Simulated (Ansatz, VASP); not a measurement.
## One calculation of Pb, two programs

Contents of INCAR:

```
SYSTEM = Pb
PREC     = Accurate       ! precision mode
ENCUT    = 600            ! plane-wave cutoff, eV
EDIFF    = 1E-6           ! SCF threshold, eV
ISMEAR   = 0              ! smearing method
SIGMA    = 0.1            ! smearing width, eV
LREAL    = .False.        ! projectors in reciprocal space
LASPH    = .True.         ! aspherical terms in the spheres
NELM     = 100            ! most SCF steps
ALGO     = Normal         ! electronic algorithm
ISIF     = 3              ! what is computed and relaxed
LWAVE    = .False.        ! write WAVECAR
LCHARG   = .False.        ! write CHGCAR
GGA      = CA             ! functional
IBRION   = 2              ! ionic algorithm
NSW      = 100            ! ionic steps
EDIFFG   = -0.005         ! ionic threshold
```

The input KPOINTS:

```
Automatic mesh
0
Gamma
  14 14 14
  0 0 0
```

File POSCAR:

```
Pb
1.0
    0.0000000000      2.4947547400      2.4947547400
    2.4947547400      0.0000000000      2.4947547400
    2.4947547400      2.4947547400      0.0000000000
Pb
1
Direct
    0.0000000000      0.0000000000      0.0000000000
```

Input for Ansatz:

```yaml
crystal:
  lattice:
    - [0.0, 2.49475474, 2.49475474]
    - [2.49475474, 0.0, 2.49475474]
    - [2.49475474, 2.49475474, 0.0]
  atoms:
    - { symbol: Pb, position: [0.0, 0.0, 0.0] }
basis:
  ecutwfc: 420
kpoints:
  mp_grid: { grid: [14, 14, 14] }
hamiltonian:
  xc: lda
scf:
  occupations: { method: gaussian, width: 0.1 }
output:
  forces: true
  stress: true
  eigenvalues: true
  write_density: true
  write_potential: true
  elf: true
  volumetric_format: npy
relax:
  adjacent_minimum: "off"
  f_tol: 0.005
  max_steps: 80
  cell: { stress_tol: 0.05 }
```

Alike in both runs: task relaxation of cell and atoms; functional LDA; k mesh 14 × 14 × 14; occupations gaussian, width 0.1 eV; no spin polarisation.

```csv
,VASP,Ansatz
version,VASP 6.6.1,Ansatz 0.2.0
potentials or method,"VASP PAW LDA potentials, release 64 (Pb_d), cutoff 600 eV","scalar-relativistic, plane waves, PAW"
valence electrons in the cell,14,14
```

|  | VASP | Ansatz | Ansatz less VASP |
| --- | --- | --- | --- |
| gap on the k mesh at the Fermi level, each at its own relaxed structure (eV) | none | none | - |
| relaxed volume (Å³/atom) | 29.18 | 29.09 | -0.082 |
| relaxed cell length with the largest relative difference (Å) | 3.456 | 3.452 | -0.0033 |

LDA's correlation is that of Perdew and Zunger in VASP and of Perdew and Wang (1992) in Ansatz. A gap of «none» marks a metal or a gap that the smearing closes.

Spin-orbit coupling is off throughout.
